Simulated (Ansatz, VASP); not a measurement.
## Two plane-wave programs on CrCuC4N4

Contents of INCAR:

```
SYSTEM = CrCuC4N4
ALGO = Normal
EDIFF = 1E-6
ENCUT = 520
GGA = PE
ISIF = 2
ISMEAR = 0
ISPIN = 2
LASPH = .TRUE.
LCHARG = .FALSE.
LMAXMIX = 4
LORBIT = 11
LREAL = .FALSE.
LWAVE = .FALSE.
MAGMOM = -3 -1 0 0 0 0 0 0 0 0
NBANDS = 44
NELM = 150
PREC = Accurate
SIGMA = 0.1
```

The input KPOINTS:

```
k-points
0
G
  4 4 4
  0 0 0
```

POSCAR

```
CrCuC4N4
1.0
    5.9086026500      0.0000000000      0.0000000000
    0.0000000000      5.9086026500      0.0000000000
    0.0000000000      0.0000000000      5.9086026500
Cr Cu C N
1 1 4 4
Direct
    0.5000000000      0.5000000000      0.5000000000
    0.0000000000      0.0000000000      0.0000000000
    0.1873167900      0.1873167900      0.1873167900
    0.1873167900      0.8126832100      0.8126832100
    0.8126832100      0.1873167900      0.8126832100
    0.8126832100      0.8126832100      0.1873167900
    0.3016415900      0.3016415900      0.3016415900
    0.3016415900      0.6983584100      0.6983584100
    0.6983584100      0.3016415900      0.6983584100
    0.6983584100      0.6983584100      0.3016415900
```

Input for Ansatz:

```yaml
crystal:
  lattice:
    - [5.90860265, 0.0, 0.0]
    - [0.0, 5.90860265, 0.0]
    - [0.0, 0.0, 5.90860265]
  atoms:
    - { symbol: Cr, position: [0.5, 0.5, 0.5], spin: -3.0 }
    - { symbol: Cu, position: [0.0, 0.0, 0.0], spin: -1.0 }
    - { symbol: C, position: [0.18731679, 0.18731679, 0.18731679] }
    - { symbol: C, position: [0.18731679, 0.81268321, 0.81268321] }
    - { symbol: C, position: [0.81268321, 0.18731679, 0.81268321] }
    - { symbol: C, position: [0.81268321, 0.81268321, 0.18731679] }
    - { symbol: "N", position: [0.30164159, 0.30164159, 0.30164159] }
    - { symbol: "N", position: [0.30164159, 0.69835841, 0.69835841] }
    - { symbol: "N", position: [0.69835841, 0.30164159, 0.69835841] }
    - { symbol: "N", position: [0.69835841, 0.69835841, 0.30164159] }
basis:
  ecutwfc: 420
kpoints:
  mp_grid: { grid: [4, 4, 4] }
hamiltonian:
  xc: pbe
scf:
  occupations: { method: gaussian, width: 0.1 }
  lower_state_search: "off"
output:
  forces: true
  stress: true
  eigenvalues: true
  populations: true
magnetization:
  spin_polarized: true
```

Alike in both runs: task single point; functional PBE; k mesh 4 × 4 × 4; occupations gaussian, width 0.1 eV; collinear spin.

|  | VASP | Ansatz |
| --- | --- | --- |
| version | VASP 6.6.1 | Ansatz 0.2.0 |
| potentials or method | VASP PAW PBE potentials, release 64 (Cr_pv, Cu, C, N), cutoff 520 eV | scalar-relativistic, plane waves, PAW |
| valence electrons in the cell | 59 | 69 |

|  | VASP | Ansatz | Ansatz less VASP |
| --- | --- | --- | --- |
| gap on the k mesh at the Fermi level (eV) | none | none | - |
| pressure (GPa) | -0.7 | -1.2 | -0.53 |
| rms of the force components (eV/Å) | 0.887 | 0.726 | -0.1607 |
| net moment per atom (μB) | 0.30 | 0.30 | 0.000 |
| size of the moment on the site where the two differ most (μB) | 2.98 | 2.56 | -0.425 |

Site moments also hang on the region over which each program counts them. Atom by atom the forces differ by 0.172 eV/Å (rms over components). A gap of «none» marks a metal or a gap that the smearing closes. VASP's potentials hold 59 valence electrons a cell and Ansatz's 69, so a difference there can come from the potentials and not from the codes.

Noted on VASP's run: the standard files for N, O and F lose accuracy on very short bonds.
